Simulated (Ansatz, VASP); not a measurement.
One calculation of Hf, two programs

```
CELL_PARAMETERS angstrom
3.23877 0.00000 0.00000
-1.61938 2.80485 0.00000
0.00000 0.00000 5.12436
ATOMIC_POSITIONS crystal
Hf 0.33333 0.66667 0.25000
Hf 0.66667 0.33333 0.75000
```

Change from the starting cell: volume scaled by 1.04, crystal datasets.

Alike in both runs: task electric field gradients; functional PBE; k mesh 13 × 13 × 7; occupations fermi-dirac, width 0.05 eV; no spin polarisation.

|  | VASP | Ansatz |
| --- | --- | --- |
| version | VASP 6.6.1 | Ansatz 0.2.0 |
| potentials or method | VASP PAW PBE potentials, release 64 (Hf_pv), cutoff 520 eV | all-electron PAW with datasets made for the crystal, scalar-relativistic |

```csv
,VASP,Ansatz,Ansatz less VASP
pressure (GPa),-3.7,-3.2,+0.45
"traceless stress, the component that is largest in VASP (GPa)",-0.25,-0.18,+0.064
size of Vzz on the site where it differs most (V/Å²),72.0,80.1,+8.08
```

Ansatz ran all-electron here, and VASP with PAW potentials.

Spin-orbit coupling is off throughout.
